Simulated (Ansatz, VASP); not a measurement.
**Si3C in VASP and in Ansatz**

INCAR

```
  ALGO = Normal
  EDIFF = 1E-7
  EDIFFG = -0.04
  ENCUT = 600
  GGA = PE
  IBRION = 2
  ISIF = 3
  ISMEAR = 0
  LASPH = T
  LCHARG = F
  LREAL = F
  LWAVE = F
  NELM = 100
  NSW = 90
  PREC = Accurate
  SIGMA = 0.1
```

File KPOINTS:

```
k-points
0
Gamma
  6 6 4
```

POSCAR

```
Si3C
1.0
    2.7514290805      0.0000000000      0.0000000000
    0.0000000000      2.7514290805      0.0000000000
    0.0000000000      0.0000000000      6.0743123435
Si C
3 1
Direct
    0.0000000000      0.0000000000      0.7025675415
    0.5000000000      0.5000000000      0.0000000000
    0.0000000000      0.0000000000      0.2974324585
    0.5000000000      0.5000000000      0.5000000000
```

Input for Ansatz:

```yaml
crystal:
  lattice:
    - [2.7514290805, 0.0, 0.0]
    - [0.0, 2.7514290805, 0.0]
    - [0.0, 0.0, 6.0743123435]
  atoms:
    - { symbol: Si, position: [0.0, 0.0, 0.7025675415] }
    - { symbol: Si, position: [0.5, 0.5, 0.0] }
    - { symbol: Si, position: [0.0, 0.0, 0.2974324585] }
    - { symbol: C, position: [0.5, 0.5, 0.5] }
basis:
  ecutwfc: 420
kpoints:
  mp_grid: { grid: [6, 6, 4] }
hamiltonian:
  xc: pbe
scf:
  occupations: { method: gaussian, width: 0.1 }
  lower_state_search: "off"
output:
  forces: true
  stress: true
  eigenvalues: true
relax:
  adjacent_minimum: "off"
  f_tol: 0.04
  max_steps: 70
  cell: { stress_tol: 0.4 }
```

Alike in both runs: task relaxation of cell and atoms; functional PBE; k mesh 6 × 6 × 4; occupations gaussian, width 0.1 eV; no spin polarisation.

|  | VASP | Ansatz |
| --- | --- | --- |
| version | VASP 6.6.1 | Ansatz 0.2.0 |
| potentials or method | VASP PAW PBE potentials, release 64 (Si, C), cutoff 600 eV | scalar-relativistic, plane waves, PAW |
| valence electrons in the cell | 16 | 16 |

```csv
,VASP,Ansatz,Ansatz less VASP
"gap on the k mesh at the Fermi level, each at its own relaxed structure (eV)",none,none,-
relaxed volume (Å³/atom),11.62,11.62,0.000
relaxed length of the cell vector where the two differ most in proportion (Å),5.971,5.975,+0.0038
```

A gap of «none» marks a metal or a gap that the smearing closes.

The k mesh is coarse, so the values compare programs but aren't converged. Noted on VASP's run: too few bands were computed for a metal, which touches its energy and stress.
